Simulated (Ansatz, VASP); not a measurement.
## Two plane-wave programs on Sc

The input POSCAR:

```
Sc
1.0
    3.3280716152      0.0000000000      0.0000000000
   -1.6640358076      2.8821945644      0.0000000000
    0.0000000000      0.0000000000      5.2121495536
Sc
2
Direct
    0.3333333333      0.6666666667      0.2500000000
    0.6666666667      0.3333333333      0.7500000000
```

The input INCAR.step1:

```
SYSTEM = Sc
ALGO     = Normal         ! electronic algorithm
EDIFF    = 1E-4           ! SCF threshold, eV
ENCUT    = 520            ! plane-wave cutoff, eV
GGA      = PE             ! functional
ISMEAR   = -1             ! smearing method
LASPH    = .TRUE.         ! aspherical terms in the spheres
LCHARG   = .FALSE.        ! write CHGCAR
LREAL    = .FALSE.        ! projectors in reciprocal space
LWAVE    = .TRUE.         ! write WAVECAR
NBANDS   = 18             ! bands
NELM     = 100            ! most SCF steps
PREC     = Accurate       ! precision mode
SIGMA    = 0.1            ! smearing width, eV
```

INCAR.step2

```
SYSTEM = Sc
ALGO     = Normal         ! electronic algorithm
EDIFF    = 1E-6           ! SCF threshold, eV
ENCUT    = 520            ! plane-wave cutoff, eV
ISIF     = 2              ! what is computed and relaxed
ISMEAR   = -1             ! smearing method
ISTART   = 1            
LASPH    = .TRUE.         ! aspherical terms in the spheres
LCHARG   = .FALSE.        ! write CHGCAR
LMIXTAU  = .TRUE.       
LREAL    = .FALSE.        ! projectors in reciprocal space
LWAVE    = .FALSE.        ! write WAVECAR
METAGGA  = R2SCAN         ! meta-GGA
NBANDS   = 18             ! bands
NELM     = 100            ! most SCF steps
PREC     = Accurate       ! precision mode
SIGMA    = 0.1            ! smearing width, eV
```

The input KPOINTS:

```
k-points
0
G
  11 11 6
  0 0 0
```

Input for Ansatz:

```yaml
crystal:
  lattice:
    - [3.3280716152, 0.0, 0.0]
    - [-1.6640358076, 2.8821945644, 0.0]
    - [0.0, 0.0, 5.2121495536]
  atoms:
    - { symbol: Sc, position: [0.3333333333, 0.6666666667, 0.25] }
    - { symbol: Sc, position: [0.6666666667, 0.3333333333, 0.75] }
hamiltonian:
  xc: r2scan
  pseudopotentials:
    kind: paw
    azcp:
      Sc: "pseudopotentials/Sc.paw.azcp"
basis:
  ecutwfc: 600
  fft_grid_basis: typed
kpoints:
  mp_grid: { grid: [11, 11, 6], shift: [0, 0, 0] }
magnetization:
  spin_polarized: false
scf:
  occupations: { method: fermi_dirac, width: 0.1 }
  lower_state_search: "off"
output:
  stress: true
```

Alike in both runs: task single point; functional r2SCAN; k mesh 11 × 11 × 6; occupations fermi-dirac, width 0.1 eV; no spin polarisation.

|  | VASP | Ansatz |
| --- | --- | --- |
| version | VASP 6.6.1 | Ansatz 0.2.0 |
| potentials or method | VASP PAW PBE potentials, release 64 (Sc_sv), cutoff 520 eV | plane waves (600 eV) with PAW, scalar-relativistic |
| valence electrons in the cell | 22 | 22 |

|  | VASP | Ansatz | Ansatz less VASP |
| --- | --- | --- | --- |
| pressure (GPa) | 0.2 | 0.0 | -0.21 |

VASP's potentials were made for PBE, not for r2SCAN. The functional is the same, so the differences come from potentials, cutoffs and numerics.
